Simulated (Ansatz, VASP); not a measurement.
Fe: VASP beside Ansatz

```
CELL_PARAMETERS angstrom
2.31992 0.00000 0.00000
0.00000 2.31992 0.00000
0.00000 0.00000 2.31992
ATOMIC_POSITIONS crystal
Fe 0.00000 0.00000 0.00000
```

Change from the starting cell: volume scaled by 0.9405.

Alike in both runs: task single point; functional PBE; k mesh 18 × 18 × 18; occupations fermi-dirac, width 0.03 eV; collinear spin.

|  | VASP | Ansatz |
| --- | --- | --- |
| version | VASP 6.6.1 | Ansatz 0.2.0 |
| potentials or method | VASP PAW PBE potentials, release 64 (Fe), cutoff 520 eV | all-electron LAPW, scalar-relativistic |

```tsv
	VASP	Ansatz	Ansatz less VASP
pressure (GPa)	9.4	10.1	+0.62
net moment per atom (μB)	2.31	2.30	-0.005
size of the moment on the site where the two differ most (μB)	2.29	2.31	+0.023
```

Site moments also hang on the region over which each program counts them. Ansatz ran all-electron here, and VASP with PAW potentials.
